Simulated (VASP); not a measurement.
# CdS (Pmmn) in VASP: single point with PBEsol

Aim: the single point of CdS with PBEsol.

Program: VASP 6.6.1. These are calculated values, not measurements. Logs are shortened: lines on timing, memory, paths and dates and some standing lists are left out, and cuts for length are marked.

## 1. The cell of the first run

The structure is orthorhombic, space group Pmmn (No. 59). The conventional cell has a = 3.898 Å, b = 5.511 Å, c = 3.898 Å, α = 90.00°, β = 90.00°, γ = 90.00°. Cd (site symmetry mm2) has 6 S at 2.75 to 2.76 Å within 3.6 Å. Within 3.6 Å of S (site symmetry mm2) lie 6 Cd at 2.75 to 2.76 Å.

## 2. Single point, PBEsol

File INCAR:

```
SYSTEM = CdS
ALGO = Normal
EDIFF = 1E-6
ENCUT = 520
GGA = PS
ISIF = 2
ISMEAR = -1
LASPH = .TRUE.
LCHARG = .FALSE.
LREAL = .FALSE.
LWAVE = .FALSE.
NBANDS = 26
NELM = 80
PREC = Accurate
SIGMA = 0.1
```

File KPOINTS:

```
k-points
0
G
  6 4 6
  0 0 0
```

File POSCAR:

```
CdS
1.0
    3.8984360000      0.0000000000      0.0000000000
    0.0000000000      5.5114920000      0.0000000000
    0.0000000000      0.0000000000      3.8981040000
Cd S
2 2
Direct
    0.5000000000      0.5000000000      0.2430260000
    0.0000000000      0.0000000000      0.7569740000
    0.5000000000      0.0000000000      0.2551630000
    0.0000000000      0.5000000000      0.7448370000
```

Potentials or basis: VASP PAW PBE potentials, release 64 (Cd, S).

Run with:

```sh
> cat potpaw_PBE.64/Cd/POTCAR potpaw_PBE.64/S/POTCAR > POTCAR
> mpirun -np 1 vasp_std > vasp.out
```

OUTCAR:

```text
SYSTEM = CdS
   EDIFF = 1E-6
   ENCUT = 520
   GGA = PS
   ISIF = 2
   ISMEAR = -1
   LASPH = .TRUE.
   LREAL = .FALSE.
   NELM = 80
   PREC = Accurate

 ion  position               nearest neighbor table
   1  0.500  0.500  0.243-   4 2.75   4 2.75   3 2.76   3 2.76   4 2.76   4 2.76
   2  0.000  0.000  0.757-   3 2.75   3 2.75   4 2.76   4 2.76   3 2.76   3 2.76
   3  0.500  0.000  0.255-   2 2.75   2 2.75   1 2.76   1 2.76   2 2.76   2 2.76
   4  0.000  0.500  0.745-   1 2.75   1 2.75   2 2.76   2 2.76   1 2.76   1 2.76

  LATTYP: Found a simple orthorhombic cell.
 ALAT       =     3.8981040000
 B/A-ratio  =     1.0000851696
 C/A-ratio  =     1.4138904452

  Lattice vectors:

 A1 = (   0.0000000000,   0.0000000000,   3.8981040000)
 A2 = (   3.8984360000,   0.0000000000,   0.0000000000)
 A3 = (   0.0000000000,   5.5114920000,   0.0000000000)

Analysis of symmetry for initial positions (statically):
=====================================================================
 Subroutine PRICEL returns:
 Original cell was already a primitive cell.

 Routine SETGRP: Setting up the symmetry group for a
 simple orthorhombic supercell.

 Subroutine GETGRP returns: Found  8 space group operations
 (whereof  4 operations were pure point group operations)
 out of a pool of  8 trial point group operations.

The static configuration has the point symmetry C_2v.
 The point group associated with its full space group is D_2h.

Analysis of symmetry for dynamics (positions and initial velocities):
=====================================================================
 Subroutine PRICEL returns:
 Original cell was already a primitive cell.

 Routine SETGRP: Setting up the symmetry group for a
 simple orthorhombic supercell.

 Subroutine GETGRP returns: Found  8 space group operations
 (whereof  4 operations were pure point group operations)
 out of a pool of  8 trial point group operations.

The dynamic configuration has the point symmetry C_2v.
 The point group associated with its full space group is D_2h.

 Subroutine INISYM returns: Found  8 space group operations
 (whereof  4 operations are pure point group operations),
 and found     1 'primitive' translations

----------------------------------------------------------------------------------------

                                     Primitive cell

  volume of cell :      83.7554

  direct lattice vectors                    reciprocal lattice vectors
[... 86 lines left out ...]
   LNONCOLLINEAR =      F non collinear calculations
   LSORBIT =      F    spin-orbit coupling
   LASPH  =      T    aspherical Exc in radial PAW
   ENCUT  =  520.0 eV  38.22 Ry    6.18 a.u.   7.25 10.25  7.25*2*pi/ulx,y,z
   NELM   =     80;   NELMIN=  2; NELMDL= -5     # of ELM steps
   EDIFF  = 0.1E-05   stopping-criterion for ELM
   LREAL  =      F    real-space projection
   EDIFFG = 0.1E-04   stopping-criterion for IOM
   NSW    =      0    number of steps for IOM
   IBRION =     -1    ionic relax: 0-MD 1-quasi-New 2-CG
   NFREE  =      0    steps in history (QN), initial steepest desc. (CG)
   ISIF   =      2    stress and relaxation
   ISYM   =      2    0-nonsym 1-usesym 2-fastsym
   POTIM  = 0.5000    time-step for ionic-motion
   TEBEG  =    0.0;   TEEND  =   0.0 temperature during run
   PSTRESS=    0.0 pullay stress
   NELECT =      36.0000    total number of electrons
   NUPDOWN=      -1.0000    fix difference up-down
   EMIN   =  10.00;   EMAX   =-10.00  energy-range for DOS
   EFERMI =   0.00;   METHOD = LEGACY
   ISMEAR =    -1;   SIGMA  =   0.10  broadening in eV -4-tet -1-fermi 0-gaus
   EFERMI_NEDOS =   21; number of points for ismear=-14 and -15
   IALGO  =     38    algorithm
   IMIX   =      4    mixing-type and parameters
     AMIX     =   0.40;   BMIX     =  1.00
     AMIX_MAG =   1.60;   BMIX_MAG =  1.00
  volume/ion in A,a.u.               =      20.94       141.30
  Fermi-wavevector in a.u.,A,eV,Ry     =   1.235486  2.334731 20.768298  1.526427
  Thomas-Fermi vector in A             =   2.370134
   LORBIT       =      0    0 simple, 1 ext, 2 COOP (PROOUT), +10 PAW based schemes
   GGA     = PS    functional components
   LHFCALC =     F    Hartree Fock is set to
   AEXX    =    0.0000 exact exchange contribution
   IVDW    =     0    specifies the selected vdW correction
   LEPSILON=     F    determine dielectric tensor
   LRPA    =     F    only Hartree local field effects (RPA)
 non-spin polarized calculation
  energy-cutoff  :      520.00
  volume of cell :       83.76
 maximum number of plane-waves:      2316
 NGX is ok and might be reduce to    30
   NGX = 15   NGY = 21   NGZ = 15

 number of electron      36.0000007 magnetization

 Free energy of the ion-electron system (eV)
  ---------------------------------------------------
  ext. energy  EPLUGINS =         0.00000000
  ---------------------------------------------------
  free energy    TOTEN  =       -13.23411445 eV

  energy without entropy =      -13.21850997  energy(sigma->0) =      -13.22631221

 E-fermi :   2.8160     XC(G=0): -10.4930

 val. band max:        2.7221210789   @ k =   0.0000   0.0000   0.0000
 cond. band min:       3.2720746964   @ k =   0.0000   0.0000   0.0000
 fundamental gap:      0.5499536175
 Fermi energy:         2.8159960053

 k-point     1 :       0.0000    0.0000    0.0000
  band No.  band energies     occupation
      1     -10.0863      2.00000
      2      -9.2025      2.00000
      3      -5.1064      2.00000
      4      -4.9562      2.00000
      5      -4.9560      2.00000
      6      -4.9543      2.00000
[... 685 lines left out ...]
     25      10.3827      0.00000
     26      10.3827      0.00000

 [... further k-points ...]
[... 5 lines left out ...]
  --------------------------------------------------------------------------------------
  -------------------------------------------------------------------------------------
  Total       -2.1674414     -2.1979045     -2.1717319      0.0000000      0.0000000      0.0000000
  in kB      -41.4614925    -42.0442285    -41.5435674      0.0000000      0.0000000      0.0000000
  external PRESSURE =     -41.6830961 kB  Pullay stress =       0.0000000 kB

 VOLUME and BASIS-vectors are now :
 -----------------------------------------------------------------------------
  energy-cutoff  :      520.00
  volume of cell :       83.76
      direct lattice vectors                 reciprocal lattice vectors
     3.898436000  0.000000000  0.000000000     0.256513125  0.000000000  0.000000000
     0.000000000  5.511492000  0.000000000     0.000000000  0.181439073  0.000000000
     0.000000000  0.000000000  3.898104000     0.000000000  0.000000000  0.256534972

 POSITION                                       TOTAL-FORCE (eV/Angst)
 -----------------------------------------------------------------------------------
      1.94922      2.75575      0.94734         0.000000      0.000000      0.020061
      0.00000      0.00000      2.95076         0.000000      0.000000     -0.020061
      1.94922      0.00000      0.99465         0.000000      0.000000     -0.029764
      0.00000      2.75575      2.90345         0.000000      0.000000      0.029764
 -----------------------------------------------------------------------------------
    total drift:                                0.000000      0.000000      0.000000

  FREE ENERGIE OF THE ION-ELECTRON SYSTEM (eV)
  ---------------------------------------------------
  free  energy   TOTEN  =       -13.2341144463 eV

  energy  without entropy=      -13.2185099734  energy(sigma->0) =      -13.22631221
```

stdout:

```text
POSCAR found type information on POSCAR CdS
 POSCAR found :  2 types and       4 ions
 scaLAPACK will be used
 -----------------------------------------------------------------------------
|                                                                             |
|                                                                             |
|     You enforced a specific xc type in the INCAR file but a different       |
|     I HOPE YOU KNOW WHAT YOU ARE DOING!                                     |
|                                                                             |
 -----------------------------------------------------------------------------

 LDA part: xc-table for (Slater+PW92), standard interpolation
 POSCAR, INCAR and KPOINTS ok, starting setup
 FFT: planning ... GRIDC
 FFT: planning ... GRID_SOFT
 FFT: planning ... GRID
 WAVECAR not read
 entering main loop
```

Run time: 38 s. Hardware: 1 thread of Intel Xeon 6975P-C (Granite Rapids), shared host; peak memory 0.23 GiB.

What came out:

```
Free energy   : -13.2341 eV
Pressure      : -4.2 GPa
Largest force : 0.030 eV/Å
```

Forces on the atoms (eV/Å):
```
Cd   0.000  0.000  0.020
Cd   0.000  0.000 -0.020
S    0.000  0.000 -0.030
S    0.000  0.000  0.030
```

Levels at points of the mesh, in eV from the Fermi level:
| k point | band 16 | band 17 | band 18 | band 19 | band 20 | band 21 |
| --- | --- | --- | --- | --- | --- | --- |
| (0.00, 0.00, 0.00) | -0.95 | -0.94 | -0.94 | -0.09 | 0.46 | 5.70 |
| (0.50, 0.00, 0.00) | -2.50 | -0.38 | -0.38 | 4.06 | 4.06 | 5.02 |
| (0.00, 0.50, 0.00) | -1.60 | -1.60 | -1.60 | 2.68 | 2.68 | 6.17 |
| (0.50, 0.50, 0.00) | -0.24 | -0.24 | -0.24 | 3.14 | 3.14 | 5.58 |
| (0.00, 0.00, 0.50) | -2.50 | -0.39 | -0.37 | 4.05 | 4.08 | 5.02 |
| (0.50, 0.00, 0.50) | -2.32 | -2.32 | -2.32 | -0.10 | -0.10 | 5.70 |
| (0.00, 0.50, 0.50) | -0.24 | -0.24 | -0.24 | 3.14 | 3.14 | 5.58 |
| (0.50, 0.50, 0.50) | -3.38 | -3.07 | -3.07 | 3.05 | 3.05 | 6.33 |

Caveat: the cell stands under tension; the PAW data sets were made with another functional, which shifts forces and pressure a little.
